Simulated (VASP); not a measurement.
# Fe (Fmmm) in VASP: further runs

Fe is run at these levels: LDA; tasks: electric field gradients.

All numbers are computed with VASP 6.6.1; they aren't measurements. Logs are shortened: lines on timing, memory, paths and dates and some standing lists are left out, and cuts for length are marked.

### Step 1. The cell of the first run

Symmetry: Fmmm, No. 69, orthorhombic system. The conventional cell has a = 2.987 Å, b = 3.870 Å, c = 3.917 Å, α = 90.00°, β = 90.00°, γ = 90.00°. Fe (site symmetry mmm) has 14 Fe at 2.44 to 2.99 Å within 3.2 Å.

### Step 2. Electric field gradients, LDA, collinear spin, ferromagnetic start (11.32 Å³/atom)

Input file INCAR:

```
ALGO     = Normal         # electronic algorithm
EDIFF    = 1E-8           # SCF threshold, eV
ENCUT    = 520            # plane-wave cutoff, eV
GGA      = CA             # functional
ISIF     = 2              # what is computed and relaxed
ISMEAR   = -1             # smearing method
ISPIN    = 2              # spin polarisation
LASPH    = T              # aspherical terms in the spheres
LCHARG   = F              # write CHGCAR
LEFG     = T            
LMAXMIX  = 4              # l up to which the mixer works
LORBIT   = 11             # projections on sites
LREAL    = F              # projectors in reciprocal space
LWAVE    = F              # write WAVECAR
MAGMOM   = 3              # initial moments
NBANDS   = 14             # bands
NELM     = 150            # most SCF steps
PREC     = Accurate       # precision mode
SIGMA    = 0.05           # smearing width, eV
```

Input file KPOINTS:

```
k-points
0
Gamma
  16 16 16
```

Input file POSCAR:

```
Fe
1.0
    0.0000000000      1.9352455294      1.9585328551
    1.4934281684      0.0000000000      1.9585328551
    1.4934281684      1.9352455294      0.0000000000
Fe
1
Direct
    0.0000000000      0.0000000000      0.0000000000
```

Potentials or basis: VASP PAW LDA potentials, release 64 (Fe).

Started as:

```sh
$ cat potpaw_LDA.64/Fe/POTCAR > POTCAR
$ mpirun -np 1 vasp_std > vasp.out
```

OUTCAR:

```text
EDIFF = 1E-8
   ENCUT = 520
   GGA = CA
   ISIF = 2
   ISMEAR = -1
   ISPIN = 2
   LASPH = T
   LORBIT = 11
   LREAL = F
   NELM = 150
   PREC = Accurate

 ion  position               nearest neighbor table
   1  0.000  0.000  0.000-

  LATTYP: Found a face centered orthorhombic cell.
 ALAT       =     2.9868563368
 B/A-ratio  =     1.2958410524
 C/A-ratio  =     1.3114342534

  Lattice vectors:

 A1 = (   0.0000000000,   1.9352455294,   1.9585328551)
 A2 = (   1.4934281684,   0.0000000000,   1.9585328551)
 A3 = (   1.4934281684,   1.9352455294,   0.0000000000)

Analysis of symmetry for initial positions (statically):
=====================================================================
 Subroutine PRICEL returns:
 Original cell was already a primitive cell.

 Routine SETGRP: Setting up the symmetry group for a
 face centered orthorhombic supercell.

 Subroutine GETGRP returns: Found  8 space group operations
 (whereof  8 operations were pure point group operations)
 out of a pool of  8 trial point group operations.

The static configuration has the point symmetry D_2h.

Analysis of symmetry for dynamics (positions and initial velocities):
=====================================================================
 Subroutine PRICEL returns:
 Original cell was already a primitive cell.

 Routine SETGRP: Setting up the symmetry group for a
 face centered orthorhombic supercell.

 Subroutine GETGRP returns: Found  8 space group operations
 (whereof  8 operations were pure point group operations)
 out of a pool of  8 trial point group operations.

The dynamic configuration has the point symmetry D_2h.

Analysis of structural, dynamic, and magnetic symmetry:
=====================================================================
 Subroutine PRICEL returns:
 Original cell was already a primitive cell.

 Routine SETGRP: Setting up the symmetry group for a
 face centered orthorhombic supercell.

 Subroutine GETGRP returns: Found  8 space group operations
 (whereof  8 operations were pure point group operations)
 out of a pool of  8 trial point group operations.

The overall configuration has the point symmetry D_2h.

 Subroutine INISYM returns: Found  8 space group operations
[... 555 lines left out ...]
     12      36.4758      0.00000
     13      36.7800      0.00000
     14      38.8522      0.00000

 [... further k-points ...]

 spin component 2

 k-point     1 :       0.0000    0.0000    0.0000
  band No.  band energies     occupation
      1      -2.4496      1.00000
      2       4.9575      1.00000
      3       5.0924      1.00000
      4       5.5609      0.98088
      5       6.6896      0.00000
      6       7.2498      0.00000
      7      29.6810      0.00000
      8      31.2042      0.00000
      9      31.4870      0.00000
     10      35.8849      0.00000
     11      36.7380      0.00000
     12      37.4748      0.00000
     13      37.8956      0.00000
     14      37.9815      0.00000
[... 379 lines left out ...]
      3       5.0338      1.00000
      4       5.6884      0.80011
      5       6.5583      0.00000
      6       7.2037      0.00000
      7      28.1176      0.00000
      8      29.7845      0.00000
      9      31.0588      0.00000
     10      34.8207      0.00000
     11      35.4166      0.00000
     12      37.1870      0.00000
     13      37.2454      0.00000
     14      39.6224      0.00000

 [... further k-points ...]

------------------------ aborting loop because EDIFF is reached ----------------------------------------

  FORCE on cell =-STRESS in cart. coord.  units (eV):
  Direction    XX          YY          ZZ          XY          YZ          ZX
  --------------------------------------------------------------------------------------
  -------------------------------------------------------------------------------------
  Total       -1.6428966     -0.9633610     -1.0797942      0.0000000      0.0000000      0.0000000
  in kB     -232.5088872   -136.3384548   -152.8165176      0.0000000      0.0000000      0.0000000
  external PRESSURE =    -173.8879532 kB  Pullay stress =       0.0000000 kB

 VOLUME and BASIS-vectors are now :
 -----------------------------------------------------------------------------
  energy-cutoff  :      520.00
  volume of cell :       11.32
      direct lattice vectors                 reciprocal lattice vectors
     0.000000000  1.935245529  1.958532855    -0.334800167  0.258365149  0.255293139
     1.493428168  0.000000000  1.958532855     0.334800167 -0.258365149  0.255293139
     1.493428168  1.935245529  0.000000000     0.334800167  0.258365149 -0.255293139

 POSITION                                       TOTAL-FORCE (eV/Angst)
 -----------------------------------------------------------------------------------
      0.00000      0.00000      0.00000         0.000000     -0.000000     -0.000000
 -----------------------------------------------------------------------------------
    total drift:                                0.000000     -0.000000      0.000000

  FREE ENERGIE OF THE ION-ELECTRON SYSTEM (eV)
  ---------------------------------------------------
  free  energy   TOTEN  =        -9.1498445016 eV

  energy  without entropy=       -9.1395500190  energy(sigma->0) =       -9.14469726

 Electric field gradients (V/A^2)
---------------------------------------------------------------------
 ion       V_xx      V_yy      V_zz      V_xy      V_xz      V_yz
---------------------------------------------------------------------
   1       8.819    -4.328    -4.491     0.002     0.001     0.000
---------------------------------------------------------------------

 Electric field gradients after diagonalization (V/A^2)
 (convention: |V_zz| > |V_xx| > |V_yy|)
----------------------------------------------------------------------
 ion       V_xx      V_yy      V_zz     asymmetry (V_yy - V_xx)/ V_zz
----------------------------------------------------------------------
   1      -4.491    -4.328     8.819       0.018
----------------------------------------------------------------------

           NMR quadrupolar parameters

 Cq : quadrupolar parameter    Cq=e*Q*V_zz/h
 eta: asymmetry parameters     (V_yy - V_xx)/ V_zz
 Q  : nuclear electric quadrupole moment in mb (millibarn)
----------------------------------------------------------------------
 ion       Cq(MHz)       eta       Q (mb)
----------------------------------------------------------------------
   1       0.021       0.018       1.000
----------------------------------------------------------------------

 total charge

# of ion       s       p       d       tot
------------------------------------------
    1        0.491   0.537   6.260   7.288

 magnetization (x)

# of ion       s       p       d       tot
------------------------------------------
    1       -0.011  -0.033   2.131   2.087
```

OSZICAR:

```text
N       E                     dE             d eps       ncg     rms          rms(c)
DAV:   1     0.205453444761E+02    0.20545E+02   -0.37940E+03 38408   0.718E+02
DAV:   2    -0.931168238177E+01   -0.29857E+02   -0.27332E+02 37830   0.129E+02
DAV:   3    -0.102355791243E+02   -0.92390E+00   -0.91357E+00 42706   0.236E+01
DAV:   4    -0.102389035454E+02   -0.33244E-02   -0.33241E-02 40236   0.126E+00
DAV:   5    -0.102389217481E+02   -0.18203E-04   -0.18203E-04 42858   0.961E-02    0.118E+01
DAV:   6    -0.926369293517E+01    0.97523E+00   -0.10563E+01 44844   0.398E+01    0.559E+00
DAV:   7    -0.916916065624E+01    0.94532E-01   -0.73608E-01 43268   0.103E+01    0.323E+00
DAV:   8    -0.915869496306E+01    0.10466E-01   -0.46830E-03 42608   0.422E-01    0.120E+00
DAV:   9    -0.915016796065E+01    0.85270E-02   -0.60375E-03 48714   0.380E-01    0.272E-01
DAV:  10    -0.914982568672E+01    0.34227E-03   -0.18003E-04 44196   0.212E-01    0.639E-02
DAV:  11    -0.914984300342E+01   -0.17317E-04   -0.60834E-05 44408   0.725E-02    0.298E-02
DAV:  12    -0.914984369177E+01   -0.68835E-06   -0.11256E-06 40644   0.116E-02    0.120E-02
DAV:  13    -0.914984483441E+01   -0.11426E-05   -0.75863E-07 46890   0.644E-03    0.844E-03
DAV:  14    -0.914984455169E+01    0.28272E-06   -0.21278E-07 42584   0.501E-03    0.290E-03
DAV:  15    -0.914984450976E+01    0.41937E-07   -0.64962E-09 23382   0.840E-04    0.999E-04
DAV:  16    -0.914984450160E+01    0.81538E-08   -0.25286E-09 18870   0.454E-04
   1 F= -.91498445E+01 E0= -.91446973E+01  d E =-.102945E-01  mag=     2.1133
```

Wall time 2.2 min (1 thread of AMD EPYC 9R45 (Zen 5), shared host); peak memory 0.22 GiB.

What came out:

| Item | Value |
| --- | --- |
| Free energy | -9.1498 eV |
| Pressure | -17.4 GPa |
| Net moment | 2.11 μB per cell |
| Site moments | Fe +2.09 μB |
| Largest electric field gradient by atom | Fe +8.8 V/Å² |
| Valence electrons inside the program's atomic spheres | Fe 7.29 |

Electric field gradients, principal values (V/Å²):
```tsv
atom	least	middle	greatest (by size)
1 Fe	-4.328	-4.491	8.819
```

Caveat: the stress differs along the axes, from -23 to -14 GPa; without QUAD_EFG the Cq values of the log hold for a quadrupole moment of 1 mb, not for the nuclei.

### Step 3. Electric field gradients, LDA, collinear spin, ferromagnetic start (11.66 Å³/atom)

This run uses another cell than the first one, of 11.66 Å³/atom.

Input file INCAR:

```
PREC     = Accurate       # precision mode
ENCUT    = 520            # plane-wave cutoff, eV
EDIFF    = 1E-8           # SCF threshold, eV
ISMEAR   = -1             # smearing method
SIGMA    = 0.05           # smearing width, eV
LREAL    = False          # projectors in reciprocal space
LASPH    = True           # aspherical terms in the spheres
NELM     = 150            # most SCF steps
ALGO     = Normal         # electronic algorithm
ISIF     = 2              # what is computed and relaxed
LWAVE    = False          # write WAVECAR
LCHARG   = False          # write CHGCAR
ISPIN    = 2              # spin polarisation
MAGMOM   = 3              # initial moments
LORBIT   = 11             # projections on sites
LMAXMIX  = 4              # l up to which the mixer works
GGA      = CA             # functional
LEFG     = True         
NBANDS   = 14             # bands
```

Input file KPOINTS:

```
Automatic mesh
0
Gamma
  16 16 16
```

Input file POSCAR:

```
Fe
1.0
    0.0000000000      1.9545992686      1.9781194830
    1.5083634409      0.0000000000      1.9781194830
    1.5083634409      1.9545992686      0.0000000000
Fe
1
Direct
    0.0000000000      0.0000000000      0.0000000000
```

Potentials or basis: VASP PAW LDA potentials, release 64 (Fe).

Started as:

```sh
$ cat potpaw_LDA.64/Fe/POTCAR > POTCAR
$ mpirun -np 1 vasp_std > vasp.out
```

OUTCAR:

```text
PREC = Accurate
   ENCUT = 520
   EDIFF = 1E-8
   ISMEAR = -1
   LREAL = False
   LASPH = True
   NELM = 150
   ISIF = 2
   ISPIN = 2
   LORBIT = 11
   GGA = CA

 ion  position               nearest neighbor table
   1  0.000  0.000  0.000-

  LATTYP: Found a face centered orthorhombic cell.
 ALAT       =     3.0167268818
 B/A-ratio  =     1.2958410524
 C/A-ratio  =     1.3114342534

  Lattice vectors:

 A1 = (   0.0000000000,   1.9545992686,   1.9781194830)
 A2 = (   1.5083634409,   0.0000000000,   1.9781194830)
 A3 = (   1.5083634409,   1.9545992686,   0.0000000000)

Analysis of symmetry for initial positions (statically):
=====================================================================
 Subroutine PRICEL returns:
 Original cell was already a primitive cell.

 Routine SETGRP: Setting up the symmetry group for a
 face centered orthorhombic supercell.

 Subroutine GETGRP returns: Found  8 space group operations
 (whereof  8 operations were pure point group operations)
 out of a pool of  8 trial point group operations.

The static configuration has the point symmetry D_2h.

Analysis of symmetry for dynamics (positions and initial velocities):
=====================================================================
 Subroutine PRICEL returns:
 Original cell was already a primitive cell.

 Routine SETGRP: Setting up the symmetry group for a
 face centered orthorhombic supercell.

 Subroutine GETGRP returns: Found  8 space group operations
 (whereof  8 operations were pure point group operations)
 out of a pool of  8 trial point group operations.

The dynamic configuration has the point symmetry D_2h.

Analysis of structural, dynamic, and magnetic symmetry:
=====================================================================
 Subroutine PRICEL returns:
 Original cell was already a primitive cell.

 Routine SETGRP: Setting up the symmetry group for a
 face centered orthorhombic supercell.

 Subroutine GETGRP returns: Found  8 space group operations
 (whereof  8 operations were pure point group operations)
 out of a pool of  8 trial point group operations.

The overall configuration has the point symmetry D_2h.

 Subroutine INISYM returns: Found  8 space group operations
 (whereof  8 operations are pure point group operations),
 and found     1 'primitive' translations

----------------------------------------------------------------------------------------

                                     Primitive cell

  volume of cell :      11.6640

  direct lattice vectors                    reciprocal lattice vectors
     0.000000000  1.954599269  1.978119483    -0.331485096  0.255806910  0.252765318
     1.508363441  0.000000000  1.978119483     0.331485096 -0.255806910  0.252765318
     1.508363441  1.954599269  0.000000000     0.331485096  0.255806910 -0.252765318

  length of vectors
     2.780901830  2.487592603  2.468930653     0.489090840  0.489090840  0.489090840

  position of ions in fractional coordinates (direct lattice)
     0.000000000  0.000000000  0.000000000

  ion indices of the primitive-cell ions
   primitive index   ion index
                 1           1

----------------------------------------------------------------------------------------

 KPOINTS: Automatic mesh

[... 117 lines left out ...]
 val. band max:        5.4314144196   @ k =  -0.0625   0.4375   0.4375
 cond. band min:       5.4329363887   @ k =   0.4375   0.1250   0.1875
 fundamental gap:      0.0015219691
 Fermi energy:         5.4322773842

 spin component 1

 k-point     1 :       0.0000    0.0000    0.0000
  band No.  band energies     occupation
      1      -2.9653      1.00000
      2       3.0224      1.00000
      3       3.1204      1.00000
      4       3.4701      1.00000
      5       4.2397      1.00000
      6       4.6367      1.00000
      7      28.9518      0.00000
      8      30.4080      0.00000
      9      30.6583      0.00000
     10      34.5133      0.00000
     11      35.5879      0.00000
     12      35.6103      0.00000
     13      36.1527      0.00000
     14      36.2291      0.00000
[... 379 lines left out ...]
      3       3.0822      1.00000
      4       3.5942      1.00000
      5       4.1410      1.00000
      6       4.5978      1.00000
      7      27.0835      0.00000
      8      28.6815      0.00000
      9      30.1890      0.00000
     10      33.3756      0.00000
     11      33.8774      0.00000
     12      35.5586      0.00000
     13      35.9364      0.00000
     14      37.8681      0.00000

 [... further k-points ...]

 spin component 2

 k-point     1 :       0.0000    0.0000    0.0000
  band No.  band energies     occupation
      1      -2.5860      1.00000
      2       4.7670      1.00000
      3       4.8976      0.99998
      4       5.3474      0.84510
      5       6.4313      0.00000
      6       6.9718      0.00000
      7      29.0962      0.00000
      8      30.5813      0.00000
      9      30.8517      0.00000
     10      35.0773      0.00000
     11      35.9460      0.00000
     12      36.4439      0.00000
     13      36.9786      0.00000
     14      37.0583      0.00000
[... 379 lines left out ...]
      3       4.8411      0.99999
      4       5.4701      0.31934
      5       6.3058      0.00000
      6       6.9275      0.00000
      7      27.4975      0.00000
      8      29.1080      0.00000
      9      30.4202      0.00000
     10      33.9611      0.00000
     11      34.5195      0.00000
     12      36.2716      0.00000
     13      36.4080      0.00000
     14      38.6463      0.00000

 [... further k-points ...]

------------------------ aborting loop because EDIFF is reached ----------------------------------------

  FORCE on cell =-STRESS in cart. coord.  units (eV):
  Direction    XX          YY          ZZ          XY          YZ          ZX
  --------------------------------------------------------------------------------------
  -------------------------------------------------------------------------------------
  Total       -1.9412314     -1.3191816     -1.4313168      0.0000000      0.0000000      0.0000000
  in kB     -266.6500391   -181.2044786   -196.6075143      0.0000000      0.0000000      0.0000000
  external PRESSURE =    -214.8206774 kB  Pullay stress =       0.0000000 kB

 VOLUME and BASIS-vectors are now :
 -----------------------------------------------------------------------------
  energy-cutoff  :      520.00
  volume of cell :       11.66
      direct lattice vectors                 reciprocal lattice vectors
     0.000000000  1.954599269  1.978119483    -0.331485096  0.255806910  0.252765318
     1.508363441  0.000000000  1.978119483     0.331485096 -0.255806910  0.252765318
     1.508363441  1.954599269  0.000000000     0.331485096  0.255806910 -0.252765318

 POSITION                                       TOTAL-FORCE (eV/Angst)
 -----------------------------------------------------------------------------------
      0.00000      0.00000      0.00000        -0.000000     -0.000000      0.000000
 -----------------------------------------------------------------------------------
    total drift:                               -0.000000     -0.000000     -0.000000

  FREE ENERGIE OF THE ION-ELECTRON SYSTEM (eV)
  ---------------------------------------------------
  free  energy   TOTEN  =        -9.1081234722 eV

  energy  without entropy=       -9.0980092072  energy(sigma->0) =       -9.10306634

 Electric field gradients (V/A^2)
---------------------------------------------------------------------
 ion       V_xx      V_yy      V_zz      V_xy      V_xz      V_yz
---------------------------------------------------------------------
   1       7.473    -3.751    -3.722     0.003    -0.003     0.000
---------------------------------------------------------------------

 Electric field gradients after diagonalization (V/A^2)
 (convention: |V_zz| > |V_xx| > |V_yy|)
----------------------------------------------------------------------
 ion       V_xx      V_yy      V_zz     asymmetry (V_yy - V_xx)/ V_zz
----------------------------------------------------------------------
   1      -3.751    -3.722     7.473       0.004
----------------------------------------------------------------------

           NMR quadrupolar parameters

 Cq : quadrupolar parameter    Cq=e*Q*V_zz/h
 eta: asymmetry parameters     (V_yy - V_xx)/ V_zz
 Q  : nuclear electric quadrupole moment in mb (millibarn)
----------------------------------------------------------------------
 ion       Cq(MHz)       eta       Q (mb)
----------------------------------------------------------------------
   1       0.018       0.004       1.000
----------------------------------------------------------------------

 total charge

# of ion       s       p       d       tot
------------------------------------------
    1        0.478   0.511   6.238   7.228

 magnetization (x)

# of ion       s       p       d       tot
------------------------------------------
    1       -0.011  -0.033   2.202   2.159
```

Run time: 2.8 min. Hardware: 1 thread of AMD EPYC 9R45 (Zen 5), shared host; peak memory 0.22 GiB.

Results:

* Free energy: -9.1081 eV
* Pressure: -21.5 GPa
* Net moment: 2.18 μB per cell
* Site moments: Fe +2.16 μB
* Largest electric field gradient by atom: Fe +7.5 V/Å²
* Valence electrons inside the program's atomic spheres: Fe 7.23

Electric field gradients, principal values (V/Å²):
```tsv
atom	least	middle	greatest (by size)
1 Fe	-3.722	-3.751	7.473
```

Caveat: the stress differs along the axes, from -27 to -18 GPa; without QUAD_EFG the Cq values of the log hold for a quadrupole moment of 1 mb, not for the nuclei.

(Part 1 of 2 ends here.)
